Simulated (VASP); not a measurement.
A run of VASP 6.6.1 is set up as follows.

The input INCAR:

```
SYSTEM = Pt
ALGO = Normal
EDIFF = 1E-6
ENCUT = 520
GGA = PS
ISIF = 2
ISMEAR = 0
ISPIN = 2
LASPH = .TRUE.
LCHARG = .FALSE.
LMAXMIX = 4
LORBIT = 11
LREAL = .FALSE.
LWAVE = .FALSE.
MAGMOM = 0.2
NBANDS = 15
NELM = 150
NUPDOWN = 0.2
PREC = Accurate
SIGMA = 0.15
```

The input KPOINTS:

```
k-points
0
G
  22 22 22
  0 0 0
```

POSCAR

```
Pt
1.0
    0.0000000000      2.0434252976      2.0434252976
    2.0434252976      0.0000000000      2.0434252976
    2.0434252976      2.0434252976      0.0000000000
Pt
1
Direct
    0.0000000000      0.0000000000      0.0000000000
```

Potentials or basis: VASP PAW PBE potentials, release 64 (Pt).

Command:

```console
$ cat potpaw_PBE.64/Pt/POTCAR > POTCAR
$ mpirun -np 1 vasp_std > vasp.out
```

(1) What does it give for the pressure?

## Answers

(1) -25.9 GPa.

Caveat: the cell stands under tension; the PAW data sets were made with another functional, which shifts forces and pressure a little; the total moment is fixed, so each spin has its own Fermi level.
